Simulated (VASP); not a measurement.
Crystal: NiO.

```
Ni O
1.0
     0.00000    2.12681    2.12681
     2.12681    0.00000    2.12681
     2.12681    2.12681    0.00000
Ni O
1 1
Direct
  0.00000 0.00000 0.00000
  0.50000 0.50000 0.50000
```

Base run:

- Program: VASP 6.6.1
- Functional: PBE
- Potentials or basis: VASP PAW PBE potentials, release 64 (Ni, O)
- Cutoff: 520 eV
- k mesh: 11 × 11 × 11
- Occupations: fermi-dirac, width 0.05 eV
- Spin: collinear spin, ferromagnetic start
- Starting moments: [1.0, 0.0] μB

Its results: pressure -4.7 GPa; net moment 1.83 μB per cell; site moments Ni +1.50; O +0.28 μB.

Question: After a change of settings the same cell gave: pressure -15.6 GPa; net moment 1.59 μB per cell; site moments Ni +1.31; O +0.24 μB. Which change was it?
A. dispersion from none to D3(BJ)
B. functional from PBE to PBEsol
C. functional from PBE to r2SCAN; dispersion from none to D3(BJ)
D. functional from PBE to PBEsol; dispersion from none to D4

Answer: B.

PBEsol binds more tightly than PBE, so the same cell stands under less pressure.

Caveats: a cell with one magnetic atom can't hold antiferromagnetic order, which such compounds often take; the PAW data sets were made with another functional, which shifts forces and pressure a little (some runs).
